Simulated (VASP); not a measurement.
# Pd (Im-3m) in VASP: a series of runs

The runs below take Pd through single point, relaxation of cell and atoms, with PBE.

All numbers are computed with VASP 6.6.1; they aren't measurements. Logs are shortened: lines on timing, memory, paths and dates and some standing lists are left out, and cuts for length are marked.

## 1. The cell of the first run

It takes space group Im-3m (No. 229, cubic). Conventional cell: a = 3.138 Å, b = 3.138 Å, c = 3.138 Å, α = 90.00°, β = 90.00°, γ = 90.00°. Within 3.6 Å of Pd (site symmetry m-3m) lie 14 Pd at 2.72 to 3.14 Å.

## 2. Single point, PBE

Contents of INCAR:

```
ALGO = Normal
EDIFF = 1E-6
ENCUT = 500
GGA = PE
GGA_COMPAT = F
ISIF = 2
ISMEAR = -1
LASPH = T
LCHARG = F
LREAL = F
LWAVE = F
NBANDS = 11
NELM = 120
PREC = Accurate
SIGMA = 0.05
```

Contents of KPOINTS:

```
k-points
0
Gamma
  10 10 10
```

Contents of POSCAR:

```
Pd
1.0
    1.5689225232      1.5689225232      1.5689225232
   -1.5689225232      1.5689225232      1.5689225232
   -1.5689225232     -1.5689225232      1.5689225232
Pd
1
Direct
    0.0000000000      0.0000000000      0.0000000000
```

Potentials or basis: VASP PAW PBE potentials, release 64 (Pd).

Started as:

```bash
$ cat potpaw_PBE.64/Pd/POTCAR > POTCAR
$ mpirun -np 1 vasp_std > vasp.out
```

OUTCAR:

```text
EDIFF = 1E-6
   ENCUT = 500
   GGA = PE
   ISIF = 2
   ISMEAR = -1
   LASPH = T
   LREAL = F
   NELM = 120
   PREC = Accurate

 ion  position               nearest neighbor table
   1  0.000  0.000  0.000-

  LATTYP: Found a body centered cubic cell.
 ALAT       =     3.1378450464

  Lattice vectors:

 A1 = (   1.5689225232,  -1.5689225232,  -1.5689225232)
 A2 = (   1.5689225232,   1.5689225232,   1.5689225232)
 A3 = (  -1.5689225232,  -1.5689225232,   1.5689225232)

Analysis of symmetry for initial positions (statically):
=====================================================================
 Subroutine PRICEL returns:
 Original cell was already a primitive cell.

 Routine SETGRP: Setting up the symmetry group for a
 body centered cubic supercell.

 Subroutine GETGRP returns: Found 48 space group operations
 (whereof 48 operations were pure point group operations)
 out of a pool of 48 trial point group operations.

The static configuration has the point symmetry O_h .

Analysis of symmetry for dynamics (positions and initial velocities):
=====================================================================
 Subroutine PRICEL returns:
 Original cell was already a primitive cell.

 Routine SETGRP: Setting up the symmetry group for a
 body centered cubic supercell.

 Subroutine GETGRP returns: Found 48 space group operations
 (whereof 48 operations were pure point group operations)
 out of a pool of 48 trial point group operations.

The dynamic configuration has the point symmetry O_h .

 Subroutine INISYM returns: Found 48 space group operations
 (whereof 48 operations are pure point group operations),
 and found     1 'primitive' translations

----------------------------------------------------------------------------------------

                                     Primitive cell

  volume of cell :      15.4477

  direct lattice vectors                    reciprocal lattice vectors
     1.568922523  1.568922523  1.568922523     0.318690052  0.000000000  0.318690052
    -1.568922523  1.568922523  1.568922523    -0.318690052  0.318690052  0.000000000
    -1.568922523 -1.568922523  1.568922523     0.000000000 -0.318690052  0.318690052

  length of vectors
     2.717453523  2.717453523  2.717453523     0.450695793  0.450695793  0.450695793

  position of ions in fractional coordinates (direct lattice)
     0.000000000  0.000000000  0.000000000

  ion indices of the primitive-cell ions
   primitive index   ion index
                 1           1

----------------------------------------------------------------------------------------

 KPOINTS: k-points

Automatic generation of k-mesh.
 Grid dimensions read from file:
 generate k-points for:   10   10   10

 Generating k-lattice:

  Cartesian coordinates                     Fractional coordinates (reciprocal lattice)
     0.031869005  0.000000000  0.031869005     0.100000000  0.000000000  0.000000000
    -0.031869005  0.031869005  0.000000000     0.000000000  0.100000000  0.000000000
     0.000000000 -0.031869005  0.031869005     0.000000000  0.000000000  0.100000000

  Length of vectors
     0.045069579  0.045069579  0.045069579

  Shift w.r.t. Gamma in fractional coordinates (k-lattice)
     0.000000000  0.000000000  0.000000000

 Subroutine IBZKPT returns following result:
 ===========================================

 Found     47 irreducible k-points:

 Following reciprocal coordinates:
            Coordinates               Weight
  0.000000  0.000000  0.000000      1.000000
  0.100000  0.000000  0.000000     12.000000
  0.200000  0.000000  0.000000     12.000000
  0.300000  0.000000  0.000000     12.000000
  0.400000  0.000000  0.000000     12.000000
  0.500000  0.000000  0.000000      6.000000
[... 16 lines left out ...]
  0.100000  0.300000  0.100000      8.000000
  0.500000  0.300000  0.100000     24.000000
 [... further k-points ...]
   k-points           NKPTS =     47   k-points in BZ     NKDIM =     47   number of bands    NBANDS=     11
   number of dos      NEDOS =    301   number of ions     NIONS =      1
   total plane-waves  NPLWV =   8000
   dimension x,y,z NGX =    20 NGY =   20 NGZ =   20
   dimension x,y,z NGXF=    40 NGYF=   40 NGZF=   40
   ions per type =               1
   NGX,Y,Z   is equivalent  to a cutoff of  12.24, 12.24, 12.24 a.u.
   NGXF,Y,Z  is equivalent  to a cutoff of  24.47, 24.47, 24.47 a.u.
 SYSTEM =  unknown system
   PREC   = accura    normal or accurate (medium, high low for compatibility)
   ISTART =      0    job   : 0-new  1-cont  2-samecut
   ICHARG =      2    charge: 1-file 2-atom 10-const
   ISPIN  =      1    spin polarized calculation?
   LNONCOLLINEAR =      F non collinear calculations
   LSORBIT =      F    spin-orbit coupling
   LASPH  =      T    aspherical Exc in radial PAW
   ENCUT  =  500.0 eV  36.75 Ry    6.06 a.u.   4.95  4.95  4.95*2*pi/ulx,y,z
   NELM   =    120;   NELMIN=  2; NELMDL= -5     # of ELM steps
   EDIFF  = 0.1E-05   stopping-criterion for ELM
   LREAL  =      F    real-space projection
   EDIFFG = 0.1E-04   stopping-criterion for IOM
   NSW    =      0    number of steps for IOM
   IBRION =     -1    ionic relax: 0-MD 1-quasi-New 2-CG
   NFREE  =      0    steps in history (QN), initial steepest desc. (CG)
   ISIF   =      2    stress and relaxation
   ISYM   =      2    0-nonsym 1-usesym 2-fastsym
   POTIM  = 0.5000    time-step for ionic-motion
   TEBEG  =    0.0;   TEEND  =   0.0 temperature during run
   PSTRESS=    0.0 pullay stress
   NELECT =      10.0000    total number of electrons
   NUPDOWN=      -1.0000    fix difference up-down
   EMIN   =  10.00;   EMAX   =-10.00  energy-range for DOS
   EFERMI =   0.00;   METHOD = LEGACY
   ISMEAR =    -1;   SIGMA  =   0.05  broadening in eV -4-tet -1-fermi 0-gaus
   EFERMI_NEDOS =   21; number of points for ismear=-14 and -15
   IALGO  =     38    algorithm
   IMIX   =      4    mixing-type and parameters
     AMIX     =   0.40;   BMIX     =  1.00
     AMIX_MAG =   1.60;   BMIX_MAG =  1.00
  volume/ion in A,a.u.               =      15.45       104.25
  Fermi-wavevector in a.u.,A,eV,Ry     =   1.416185  2.676202 27.287573  2.005580
  Thomas-Fermi vector in A             =   2.537546
   LORBIT       =      0    0 simple, 1 ext, 2 COOP (PROOUT), +10 PAW based schemes
   GGA     = PE    functional components
   LHFCALC =     F    Hartree Fock is set to
   AEXX    =    0.0000 exact exchange contribution
   IVDW    =     0    specifies the selected vdW correction
   LEPSILON=     F    determine dielectric tensor
   LRPA    =     F    only Hartree local field effects (RPA)
 non-spin polarized calculation
  energy-cutoff  :      500.00
  volume of cell :       15.45
 maximum number of plane-waves:       406
   NGX =  9   NGY =  9   NGZ =  9

 number of electron      10.0000005 magnetization

 Free energy of the ion-electron system (eV)
  ---------------------------------------------------
  ext. energy  EPLUGINS =         0.00000000
  ---------------------------------------------------
  free energy    TOTEN  =        -5.17993721 eV

  energy without entropy =       -5.16819556  energy(sigma->0) =       -5.17406639

 E-fermi :   9.0336     XC(G=0): -12.8920

 val. band max:        9.0187264968   @ k =   0.4000   0.2000   0.2000
 cond. band min:       9.0942093322   @ k =   0.5000   0.4000   0.3000
 fundamental gap:      0.0754828354
 Fermi energy:         9.0335529908

 k-point     1 :       0.0000    0.0000    0.0000
  band No.  band energies     occupation
      1       2.2441      2.00000
      2       6.2683      2.00000
      3       6.2683      2.00000
      4       6.2683      2.00000
      5       8.1339      2.00000
      6       8.1339      2.00000
      7      28.3109      0.00000
      8      28.3109      0.00000
      9      28.3109      0.00000
     10      35.6356      0.00000
     11      36.4005      0.00000

 k-point     2 :       0.1000    0.0000    0.0000
  band No.  band energies     occupation
      1       2.6074      2.00000
      2       6.1501      2.00000
      3       6.2726      2.00000
      4       6.5222      2.00000
      5       8.0054      2.00000
      6       8.1433      2.00000
      7      27.9540      0.00000
      8      28.3007      0.00000
      9      28.7318      0.00000
     10      34.0855      0.00000
     11      34.6605      0.00000

 k-point     3 :       0.2000    0.0000    0.0000
  band No.  band energies     occupation
      1       3.5326      2.00000
      2       5.8534      2.00000
      3       6.3284      2.00000
      4       7.2332      2.00000
      5       7.8345      2.00000
      6       8.1787      2.00000
      7      25.8820      0.00000
      8      27.4735      0.00000
      9      29.8451      0.00000
     10      32.7394      0.00000
     11      33.1631      0.00000

 k-point     4 :       0.3000    0.0000    0.0000
  band No.  band energies     occupation
      1       4.2141      2.00000
      2       5.5089      2.00000
      3       7.1020      2.00000
      4       7.8860      2.00000
      5       8.2307      2.00000
      6       8.2447      2.00000
      7      22.2205      0.00000
      8      25.8301      0.00000
      9      29.6324      0.00000
     10      31.2346      0.00000
     11      33.2307      0.00000
[... 239 lines left out ...]
 k-point    22 :       0.5000    0.2000    0.1000
  band No.  band energies     occupation
      1       4.6918      2.00000
      2       5.6919      2.00000
      3       6.6076      2.00000
      4       7.7150      2.00000
      5       9.1253      0.27518
      6      12.6125      0.00000
      7      17.4306      0.00000
      8      22.4427      0.00000
      9      26.5318      0.00000
     10      31.8348      0.00000
     11      33.3753      0.00000

 k-point    23 :       0.1000    0.3000    0.1000
  band No.  band energies     occupation
      1       4.1208      2.00000
      2       5.7755      2.00000
      3       5.7755      2.00000
      4       8.0423      2.00000
      5       8.0423      2.00000
      6       8.1593      2.00000
      7      25.8332      0.00000
      8      25.8332      0.00000
      9      27.8299      0.00000
     10      30.1053      0.00000
     11      35.6652      0.00000

 k-point    24 :       0.5000    0.3000    0.1000
  band No.  band energies     occupation
      1       5.1936      2.00000
      2       5.5058      2.00000
      3       6.2891      2.00000
      4       7.8113      2.00000
      5       8.7166      1.99648
      6      12.8686      0.00000
      7      19.3373      0.00000
      8      19.9801      0.00000
      9      28.5169      0.00000
     10      29.6464      0.00000
     11      33.1171      0.00000

 [... further k-points ...]
[... 5 lines left out ...]
  --------------------------------------------------------------------------------------
  -------------------------------------------------------------------------------------
  Total       -0.0178128     -0.0178128     -0.0178128     -0.0000000     -0.0000000      0.0000000
  in kB       -1.8474692     -1.8474692     -1.8474692     -0.0000000     -0.0000000      0.0000000
  external PRESSURE =      -1.8474692 kB  Pullay stress =       0.0000000 kB

 VOLUME and BASIS-vectors are now :
 -----------------------------------------------------------------------------
  energy-cutoff  :      500.00
  volume of cell :       15.45
      direct lattice vectors                 reciprocal lattice vectors
     1.568922523  1.568922523  1.568922523     0.318690052  0.000000000  0.318690052
    -1.568922523  1.568922523  1.568922523    -0.318690052  0.318690052  0.000000000
    -1.568922523 -1.568922523  1.568922523     0.000000000 -0.318690052  0.318690052

 POSITION                                       TOTAL-FORCE (eV/Angst)
 -----------------------------------------------------------------------------------
      0.00000      0.00000      0.00000         0.000000     -0.000000     -0.000000
 -----------------------------------------------------------------------------------
    total drift:                               -0.000000      0.000000      0.000000

  FREE ENERGIE OF THE ION-ELECTRON SYSTEM (eV)
  ---------------------------------------------------
  free  energy   TOTEN  =        -5.1799372134 eV

  energy  without entropy=       -5.1681955570  energy(sigma->0) =       -5.17406639
```

It took 4.1 s on 1 thread of Intel Xeon Platinum 8559C (Emerald Rapids), shared host; peak memory 0.12 GiB.

Results:

```yaml
Free_energy: -5.1799 eV
Pressure: -0.2 GPa
Band_gap_on_the_k_mesh: zero (band 5 reaches 9.58 eV, above the bottom of band 6 at 8.13 eV)
```

## 3. Single point, PBE

This run uses another cell than the first one, of 15.22 Å³/atom, 0.985 times its volume.

Contents of INCAR:

```
ALGO     = Normal         # electronic algorithm
EDIFF    = 1E-6           # SCF threshold, eV
ENCUT    = 500            # plane-wave cutoff, eV
GGA      = PE             # functional
GGA_COMPAT= F            
ISIF     = 2              # what is computed and relaxed
ISMEAR   = -1             # smearing method
LASPH    = T              # aspherical terms in the spheres
LCHARG   = F              # write CHGCAR
LREAL    = F              # projectors in reciprocal space
LWAVE    = F              # write WAVECAR
NBANDS   = 11             # bands
NELM     = 120            # most SCF steps
PREC     = Accurate       # precision mode
SIGMA    = 0.05           # smearing width, eV
```

KPOINTS is that of step 2.

Contents of POSCAR:

```
Pd
1.0
    1.5610383573      1.5610383573      1.5610383573
   -1.5610383573      1.5610383573      1.5610383573
   -1.5610383573     -1.5610383573      1.5610383573
Pd
1
Direct
    0.0000000000      0.0000000000      0.0000000000
```

Potentials or basis: VASP PAW PBE potentials, release 64 (Pd).

Started as:

```bash
$ cat potpaw_PBE.64/Pd/POTCAR > POTCAR
$ mpirun -np 1 vasp_std > vasp.out
```

Run time: 4 s. Hardware: 1 thread of Intel Xeon Platinum 8559C (Emerald Rapids), shared host; peak memory 0.12 GiB.

Results (log left out):

```
Free energy            : -5.1784 eV
Pressure               : 2.3 GPa
Band gap on the k mesh : zero (band 5 reaches 9.84 eV, above the bottom of band 6 at 8.35 eV)
```

Levels at points of the mesh, in eV from the Fermi level:
```csv
k point,band 1,band 2,band 3,band 4,band 5,band 6,band 7,band 8,band 9,band 10
"(0.00, 0.00, 0.00)",-6.90,-2.83,-2.83,-2.83,-0.92,-0.92,19.32,19.32,19.32,26.53
"(0.50, 0.00, 0.00)",-5.08,-3.98,-0.99,-0.70,0.56,1.46,7.70,15.08,17.57,23.96
"(0.50, 0.50, 0.50)",-5.00,-5.00,0.20,0.20,0.20,9.13,9.13,9.13,17.27,17.34
```

## 4. Relaxation of cell and atoms, PBE

This run uses another cell than the first one, of 14.75 Å³/atom, 0.955 times its volume.

Contents of INCAR:

```
SYSTEM = Pd
PREC = Accurate
ENCUT = 500
EDIFF = 1E-7
ISMEAR = -1
SIGMA = 0.05
LREAL = .False.
LASPH = .True.
NELM = 120
ALGO = Normal
ISIF = 3
LWAVE = .False.
LCHARG = .False.
GGA = PE
IBRION = 2
NSW = 80
EDIFFG = -0.01
GGA_COMPAT = .False.
NELMIN = 4
```

Contents of KPOINTS:

```
regular mesh
0
Gamma
  10 10 10
  0 0 0
```

Contents of POSCAR:

```
Pd
1.0
    1.5450000000      1.5450000000      1.5450000000
   -1.5450000000      1.5450000000      1.5450000000
   -1.5450000000     -1.5450000000      1.5450000000
Pd
1
Direct
    0.0000000000      0.0000000000      0.0000000000
```

Potentials or basis: VASP PAW PBE potentials, release 64 (Pd).

Started as:

```bash
$ cat potpaw_PBE.64/Pd/POTCAR > POTCAR
$ mpirun -np 1 vasp_std > vasp.out
```

OUTCAR:

```text
SYSTEM = Pd
   PREC = Accurate
   ENCUT = 500
   EDIFF = 1E-7
   ISMEAR = -1
   LREAL = .False.
   LASPH = .True.
   NELM = 120
   ISIF = 3
   GGA = PE
   IBRION = 2
   NSW = 80
   EDIFFG = -0.01
   NELMIN = 4

 ion  position               nearest neighbor table
   1  0.000  0.000  0.000-

  LATTYP: Found a body centered cubic cell.
 ALAT       =     3.0900000000

  Lattice vectors:

 A1 = (   1.5450000000,  -1.5450000000,  -1.5450000000)
 A2 = (   1.5450000000,   1.5450000000,   1.5450000000)
 A3 = (  -1.5450000000,  -1.5450000000,   1.5450000000)

Analysis of symmetry for initial positions (statically):
=====================================================================
 Subroutine PRICEL returns:
 Original cell was already a primitive cell.

[... 244 lines left out ...]

  energy without entropy =       -5.16806534  energy(sigma->0) =       -5.17393257

 E-fermi :   9.0400     XC(G=0): -12.8946

 val. band max:        9.0252077169   @ k =   0.4000   0.2000   0.2000
 cond. band min:       9.1007388784   @ k =   0.5000   0.4000   0.3000
 fundamental gap:      0.0755311614
 Fermi energy:         9.0400091213

 k-point     1 :       0.0000    0.0000    0.0000
  band No.  band energies     occupation
      1       2.2476      2.00000
      2       6.2729      2.00000
      3       6.2729      2.00000
      4       6.2729      2.00000
      5       8.1397      2.00000
      6       8.1397      2.00000
      7      28.3185      0.00000
      8      28.3185      0.00000
      9      28.3185      0.00000
[... 265 lines left out ...]
 k-point    24 :       0.5000    0.3000    0.1000
  band No.  band energies     occupation
      1       5.1977      2.00000
      2       5.5099      2.00000
      3       6.2937      2.00000
      4       7.8169      2.00000
      5       8.7228      1.99649
      6      12.8763      0.00000
      7      19.3469      0.00000
      8      19.9898      0.00000
      9      28.5271      0.00000

 [... further k-points ...]
[... 5 lines left out ...]
  --------------------------------------------------------------------------------------
  -------------------------------------------------------------------------------------
  Total       -0.0077532     -0.0077532     -0.0077532      0.0000000      0.0000000      0.0000000
  in kB       -0.8044595     -0.8044595     -0.8044595      0.0000000      0.0000000      0.0000000
  external PRESSURE =      -0.8044595 kB  Pullay stress =       0.0000000 kB
[... 16 lines left out ...]
  FREE ENERGIE OF THE ION-ELECTRON SYSTEM (eV)
  ---------------------------------------------------
  free  energy   TOTEN  =        -5.1797997994 eV

  energy  without entropy=       -5.1680653365  energy(sigma->0) =       -5.17393257

 reached required accuracy - stopping structural energy minimisation
```

It took 11 s on 1 thread of Intel Xeon Platinum 8559C (Emerald Rapids), shared host; peak memory 0.13 GiB.

Results:

| Property | Result |
| --- | --- |
| Free energy | -5.1798 eV |
| Relaxed volume | 15.44 Å³/atom |
| Relaxed cell | a = 2.717 Å, b = 2.717 Å, c = 2.717 Å, α = 70.53°, β = 109.47°, γ = 70.53° |
| Space group after relaxing (to 0.05 Å) | Im-3m (No. 229) |
| Energy gained by relaxing | 16.5 meV/atom |
| Ionic steps | 3 |
| Pressure after relaxing | -0.1 GPa |
| Band gap on the k mesh | zero (band 5 reaches 9.59 eV, above the bottom of band 6 at 8.14 eV) |

Step by step:
```
step  energy change (eV)  largest force (eV/Å)  pressure (GPa)  volume (Å³)
   1              0.0000                0.0000            8.15        14.75
   2              0.0111                0.0000           -8.44        16.41
   3             -0.0165                0.0000           -0.08        15.44
```

Final structure:
```xyz
1
Lattice="1.5687 1.5687 1.5687 -1.5687 1.5687 1.5687 -1.5687 -1.5687 1.5687" Properties=species:S:1:pos:R:3 pbc="T T T"
Pd    0.0000    0.0000    0.0000
```

Levels at points of the mesh, in eV from the Fermi level:
```
           k point  band 3  band 4  band 5  band 6  band 7  band 8
(0.00, 0.00, 0.00)   -2.77   -2.77   -0.90   -0.90   19.28   19.28
(0.50, 0.00, 0.00)   -0.97   -0.68    0.55    1.48    7.58   15.03
(0.50, 0.50, 0.50)    0.19    0.19    0.19    9.07    9.07    9.07
```

## 5. The runs side by side

| task | cell | gap on the mesh (eV) | pressure (GPa) |
| --- | --- | --- | --- |
| single point | a = 2.717 Å, angles 70.5, 109.5, 70.5°, 1 atom | none | -0.2 |
| single point | a = 2.704 Å, angles 70.5, 109.5, 70.5°, 1 atom | none | 2.3 |
| relaxation of cell and atoms | relaxed from a = 2.676 Å, angles 70.5, 109.5, 70.5°, 1 atom | none | -0.1 |

Alike in all rows: level PBE; potentials or basis VASP PAW PBE potentials, release 64 (Pd); no spin polarisation; k mesh 10 × 10 × 10; cutoff (eV) 500; smearing fermi-dirac 0.05 eV.

Total energies depend on the potentials used, so only differences within one code and one set of settings carry meaning.
